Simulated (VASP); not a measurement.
# BeRhS3 (P6/mmm) in VASP: notebook

Runs on BeRhS3. Level: PBE. Tasks: single point, relaxation of cell and atoms.

All numbers are computed with VASP 6.6.1; they aren't measurements. Logs are shortened: lines on timing, memory, paths and dates and some standing lists are left out, and cuts for length are marked.

**1. The cell of the first run**

It takes space group P6/mmm (No. 191, hexagonal). Conventional cell: a = 5.138 Å, b = 5.138 Å, c = 4.262 Å, α = 90.00°, β = 90.00°, γ = 120.00°. Be (site symmetry 6/mmm) has 2 Rh at 2.13 Å within 2.8 Å. Within 2.8 Å of Rh (site symmetry 6/mmm) lie 2 Be at 2.13 Å and 6 S at 2.57 Å. Within 3.4 Å of S (site symmetry mmm) lie 2 Rh at 2.57 Å and 4 S at 2.57 Å and 4 Be at 3.34 Å.

The cell was generated, and may not be a known phase.

**2. Single point, PBE**

INCAR reads:

```
SYSTEM = BeRhS3
PREC = Accurate
ENCUT = 520
EDIFF = 1E-7
ISMEAR = 0
SIGMA = 0.1
LREAL = .False.
LASPH = .True.
NELM = 80
ALGO = Normal
ISIF = 2
LWAVE = .False.
LCHARG = .True.
GGA = PE
LELF = .True.
LVHAR = .True.
NBANDS = 26
```

KPOINTS reads:

```
Automatic mesh
0
Gamma
  12 12 10
  0 0 0
```

POSCAR reads:

```
BeRhS3
1.0
    5.1376195987      0.0000000000      0.0000000000
   -2.5688097993      4.4493090875      0.0000000000
    0.0000000000      0.0000000000      4.2618452354
Be Rh S
1 1 3
Direct
    0.0000000000      0.0000000000      0.5000000000
    0.0000000000      0.0000000000      0.0000000000
    0.5000000000      0.0000000000      0.0000000000
    0.0000000000      0.5000000000      0.0000000000
    0.5000000000      0.5000000000      0.0000000000
```

Potentials or basis: VASP PAW PBE potentials, release 64 (Be, Rh_pv, S).

Started as:

```console
> cat potpaw_PBE.64/Be/POTCAR potpaw_PBE.64/Rh_pv/POTCAR potpaw_PBE.64/S/POTCAR > POTCAR
> mpirun -np 1 vasp_std > vasp.out
```

OUTCAR:

```text
SYSTEM = BeRhS3
   PREC = Accurate
   ENCUT = 520
   EDIFF = 1E-7
   ISMEAR = 0
   LREAL = .False.
   LASPH = .True.
   NELM = 80
   ISIF = 2
   GGA = PE

 ion  position               nearest neighbor table
   1  0.000  0.000  0.500-   2 2.13   2 2.13
   2  0.000  0.000  0.000-   1 2.13   1 2.13   3 2.57   3 2.57   4 2.57   4 2.57   5 2.57   5 2.57

   3  0.500  0.000  0.000-   2 2.57   2 2.57   5 2.57   5 2.57   4 2.57   4 2.57
   4  0.000  0.500  0.000-   5 2.57   5 2.57   2 2.57   2 2.57   3 2.57   3 2.57
   5  0.500  0.500  0.000-   4 2.57   4 2.57   3 2.57   3 2.57   2 2.57   2 2.57

  LATTYP: Found a hexagonal cell.
 ALAT       =     5.1376195987
 C/A-ratio  =     0.8295369390

  Lattice vectors:

 A1 = (   5.1376195987,   0.0000000000,   0.0000000000)
 A2 = (  -2.5688097993,   4.4493090875,   0.0000000000)
 A3 = (   0.0000000000,   0.0000000000,   4.2618452354)

Analysis of symmetry for initial positions (statically):
=====================================================================
 Subroutine PRICEL returns:
 Original cell was already a primitive cell.

 Routine SETGRP: Setting up the symmetry group for a
 hexagonal supercell.

 Subroutine GETGRP returns: Found 24 space group operations
 (whereof 24 operations were pure point group operations)
 out of a pool of 24 trial point group operations.

The static configuration has the point symmetry D_6h.

Analysis of symmetry for dynamics (positions and initial velocities):
=====================================================================
 Subroutine PRICEL returns:
 Original cell was already a primitive cell.

 Routine SETGRP: Setting up the symmetry group for a
 hexagonal supercell.

 Subroutine GETGRP returns: Found 24 space group operations
 (whereof 24 operations were pure point group operations)
 out of a pool of 24 trial point group operations.

The dynamic configuration has the point symmetry D_6h.

 Subroutine INISYM returns: Found 24 space group operations
 (whereof 24 operations are pure point group operations),
 and found     1 'primitive' translations

----------------------------------------------------------------------------------------

                                     Primitive cell

  volume of cell :      97.4209

  direct lattice vectors                    reciprocal lattice vectors
     5.137619599  0.000000000  0.000000000     0.194642671  0.112376998  0.000000000
    -2.568809799  4.449309087  0.000000000     0.000000000  0.224753997  0.000000000
     0.000000000  0.000000000  4.261845235     0.000000000  0.000000000  0.234640149

  length of vectors
     5.137619599  5.137619599  4.261845235     0.224753997  0.224753997  0.234640149

  position of ions in fractional coordinates (direct lattice)
     0.000000000  0.000000000  0.500000000
     0.000000000  0.000000000  0.000000000
     0.500000000  0.000000000  0.000000000
     1.000000000  0.500000000  0.000000000
     0.500000000  0.500000000  0.000000000

  ion indices of the primitive-cell ions
   primitive index   ion index
                 1           1
                 2           2
                 3           3
                 4           4
                 5           5

----------------------------------------------------------------------------------------

 KPOINTS: Automatic mesh

Automatic generation of k-mesh.
 Grid dimensions read from file:
 generate k-points for:   12   12   10

 Generating k-lattice:

  Cartesian coordinates                     Fractional coordinates (reciprocal lattice)
     0.016220223  0.009364750  0.000000000     0.083333333 -0.000000000  0.000000000
     0.000000000  0.018729500  0.000000000     0.000000000  0.083333333  0.000000000
     0.000000000  0.000000000  0.023464015     0.000000000  0.000000000  0.100000000

  Length of vectors
     0.018729500  0.018729500  0.023464015

  Shift w.r.t. Gamma in fractional coordinates (k-lattice)
     0.000000000  0.000000000  0.000000000

 Subroutine IBZKPT returns following result:
 ===========================================

 Found    114 irreducible k-points:

 Following reciprocal coordinates:
            Coordinates               Weight
  0.000000  0.000000  0.000000      1.000000
  0.083333  0.000000  0.000000      6.000000
  0.166667 -0.000000  0.000000      6.000000
  0.250000 -0.000000  0.000000      6.000000
  0.333333  0.000000  0.000000      6.000000
  0.416667 -0.000000  0.000000      6.000000
[... 16 lines left out ...]
  0.250000 -0.000000  0.100000     12.000000
  0.333333  0.000000  0.100000     12.000000
 [... further k-points ...]
   k-points           NKPTS =    114   k-points in BZ     NKDIM =    114   number of bands    NBANDS=     26
   number of dos      NEDOS =    301   number of ions     NIONS =      5
   total plane-waves  NPLWV =  51200
   dimension x,y,z NGX =    40 NGY =   40 NGZ =   32
   dimension x,y,z NGXF=    80 NGYF=   80 NGZF=   64
   ions per type =               1   1   3
   NGX,Y,Z   is equivalent  to a cutoff of  12.94, 12.94, 12.48 a.u.
   NGXF,Y,Z  is equivalent  to a cutoff of  25.89, 25.89, 24.97 a.u.
 SYSTEM =  BeRhS3
   PREC   = accura    normal or accurate (medium, high low for compatibility)
   ISTART =      0    job   : 0-new  1-cont  2-samecut
   ICHARG =      2    charge: 1-file 2-atom 10-const
   ISPIN  =      1    spin polarized calculation?
   LNONCOLLINEAR =      F non collinear calculations
   LSORBIT =      F    spin-orbit coupling
   LASPH  =      T    aspherical Exc in radial PAW
   ENCUT  =  520.0 eV  38.22 Ry    6.18 a.u.   9.55  9.55  7.92*2*pi/ulx,y,z
   NELM   =     80;   NELMIN=  2; NELMDL= -5     # of ELM steps
   EDIFF  = 0.1E-06   stopping-criterion for ELM
   LREAL  =      F    real-space projection
   EDIFFG = 0.1E-05   stopping-criterion for IOM
   NSW    =      0    number of steps for IOM
   IBRION =     -1    ionic relax: 0-MD 1-quasi-New 2-CG
   NFREE  =      0    steps in history (QN), initial steepest desc. (CG)
   ISIF   =      2    stress and relaxation
   ISYM   =      2    0-nonsym 1-usesym 2-fastsym
   POTIM  = 0.5000    time-step for ionic-motion
   TEBEG  =    0.0;   TEEND  =   0.0 temperature during run
   PSTRESS=    0.0 pullay stress
   NELECT =      35.0000    total number of electrons
   NUPDOWN=      -1.0000    fix difference up-down
   EMIN   =  10.00;   EMAX   =-10.00  energy-range for DOS
   EFERMI =   0.00;   METHOD = LEGACY
   ISMEAR =     0;   SIGMA  =   0.10  broadening in eV -4-tet -1-fermi 0-gaus
   EFERMI_NEDOS =   21; number of points for ismear=-14 and -15
   IALGO  =     38    algorithm
   IMIX   =      4    mixing-type and parameters
     AMIX     =   0.40;   BMIX     =  1.00
     AMIX_MAG =   1.60;   BMIX_MAG =  1.00
  volume/ion in A,a.u.               =      19.48       131.49
  Fermi-wavevector in a.u.,A,eV,Ry     =   1.163805  2.199272 18.428294  1.354441
  Thomas-Fermi vector in A             =   2.300350
   LORBIT       =      0    0 simple, 1 ext, 2 COOP (PROOUT), +10 PAW based schemes
   GGA     = PE    functional components
   LHFCALC =     F    Hartree Fock is set to
   AEXX    =    0.0000 exact exchange contribution
   IVDW    =     0    specifies the selected vdW correction
   LEPSILON=     F    determine dielectric tensor
   LRPA    =     F    only Hartree local field effects (RPA)
 non-spin polarized calculation
 Gauss-broadening in eV      SIGMA  =   0.10
  energy-cutoff  :      520.00
  volume of cell :       97.42
 maximum number of plane-waves:      2667
 NGX is ok and might be reduce to    40
   NGX = 19   NGY = 19   NGZ = 15

 number of electron      34.9999997 magnetization

 Free energy of the ion-electron system (eV)
  ---------------------------------------------------
  ext. energy  EPLUGINS =         0.00000000
  ---------------------------------------------------
  free energy    TOTEN  =       -19.96071113 eV

  energy without entropy =      -19.94584703  energy(sigma->0) =      -19.95327908

 E-fermi :   4.5760     XC(G=0):  -9.5070

 val. band max:        4.5744561420   @ k =   0.4167  -0.0000   0.1000
 cond. band min:       4.5828975294   @ k =   0.3333   0.0000   0.0000
 fundamental gap:      0.0084413874
 Fermi energy:         4.5759585198

 k-point     1 :       0.0000    0.0000    0.0000
  band No.  band energies     occupation
      1     -41.7165      2.00000
      2     -41.6487      2.00000
      3     -41.6487      2.00000
      4     -10.9469      2.00000
      5      -6.8576      2.00000
      6      -6.8576      2.00000
[... 18 lines left out ...]
     25       8.6758      0.00000
     26      11.6052      0.00000

 k-point     2 :       0.0833    0.0000    0.0000
  band No.  band energies     occupation
      1     -41.7165      2.00000
      2     -41.6487      2.00000
      3     -41.6487      2.00000
      4     -10.9047      2.00000
      5      -7.0010      2.00000
      6      -6.8580      2.00000
[... 18 lines left out ...]
     25       8.8276      0.00000
     26      11.7301      0.00000

 k-point     3 :       0.1667   -0.0000    0.0000
  band No.  band energies     occupation
      1     -41.7165      2.00000
      2     -41.6488      2.00000
      3     -41.6487      2.00000
      4     -10.7796      2.00000
      5      -7.3654      2.00000
      6      -6.8590      2.00000
[... 18 lines left out ...]
     25       9.0965      0.00000
     26      12.0739      0.00000

 k-point     4 :       0.2500   -0.0000    0.0000
  band No.  band energies     occupation
      1     -41.7164      2.00000
      2     -41.6489      2.00000
      3     -41.6487      2.00000
      4     -10.5772      2.00000
      5      -7.8355      2.00000
      6      -6.8604      2.00000
[... 18 lines left out ...]
     25       9.4242      0.00000
     26      12.5493      0.00000
[... 496 lines left out ...]
      1     -41.7162      2.00000
      2     -41.6488      2.00000
      3     -41.6487      2.00000
      4     -10.7713      2.00000
      5      -7.3590      2.00000
      6      -6.8528      2.00000
[... 18 lines left out ...]
     25       9.5222      0.00000
     26      11.7585      0.00000

 k-point    23 :       0.2500   -0.0000    0.1000
  band No.  band energies     occupation
      1     -41.7162      2.00000
      2     -41.6489      2.00000
      3     -41.6487      2.00000
      4     -10.5689      2.00000
      5      -7.8287      2.00000
      6      -6.8538      2.00000
[... 18 lines left out ...]
     25       9.8187      0.00000
     26      12.1047      0.00000

 k-point    24 :       0.3333    0.0000    0.1000
  band No.  band energies     occupation
      1     -41.7162      2.00000
      2     -41.6490      2.00000
      3     -41.6488      2.00000
      4     -10.3022      2.00000
      5      -8.3191      2.00000
      6      -6.8548      2.00000
[... 18 lines left out ...]
     25      10.1605      0.00000
     26      12.2674      0.00000

 [... further k-points ...]

------------------------ aborting loop because EDIFF is reached ----------------------------------------

  FORCE on cell =-STRESS in cart. coord.  units (eV):
  Direction    XX          YY          ZZ          XY          YZ          ZX
  --------------------------------------------------------------------------------------
  -------------------------------------------------------------------------------------
  Total       -0.0802746     -0.0802746      0.0299842     -0.0000000      0.0000000      0.0000000
  in kB       -1.3201895     -1.3201895      0.4931180     -0.0000000      0.0000000      0.0000000
  external PRESSURE =      -0.7157537 kB  Pullay stress =       0.0000000 kB

 VOLUME and BASIS-vectors are now :
 -----------------------------------------------------------------------------
  energy-cutoff  :      520.00
  volume of cell :       97.42
      direct lattice vectors                 reciprocal lattice vectors
     5.137619599  0.000000000  0.000000000     0.194642671  0.112376998  0.000000000
    -2.568809799  4.449309087  0.000000000     0.000000000  0.224753997  0.000000000
     0.000000000  0.000000000  4.261845235     0.000000000  0.000000000  0.234640149

 POSITION                                       TOTAL-FORCE (eV/Angst)
 -----------------------------------------------------------------------------------
      0.00000      0.00000      2.13092         0.000000      0.000000      0.000000
      0.00000      0.00000      0.00000         0.000000      0.000000      0.000000
      2.56881      0.00000      0.00000        -0.000000      0.000000      0.000000
     -1.28440      2.22465      0.00000         0.000000      0.000000      0.000000
      1.28440      2.22465      0.00000         0.000000      0.000000      0.000000
 -----------------------------------------------------------------------------------
    total drift:                               -0.000000      0.000000     -0.000000

  FREE ENERGIE OF THE ION-ELECTRON SYSTEM (eV)
  ---------------------------------------------------
  free  energy   TOTEN  =       -19.9607111304 eV

  energy  without entropy=      -19.9458470309  energy(sigma->0) =      -19.95327908
```

Run time: 3.2 min. Hardware: 1 thread of AMD EPYC 7R13 (Zen 3), shared host; peak memory 0.37 GiB.

What came out:

```yaml
Free_energy: -19.9607 eV
Pressure: -0.1 GPa
Band_gap_on_the_k_mesh: zero (an odd number of electrons rules out a gap without spin polarisation)
```

Caveat: an odd number of electrons without spin polarisation forces a metal; a magnetic or distorted state may lie lower.

[end of part 1 of 3]

The gap in the log of VASP goes by the Fermi energy; the results here count the filled bands.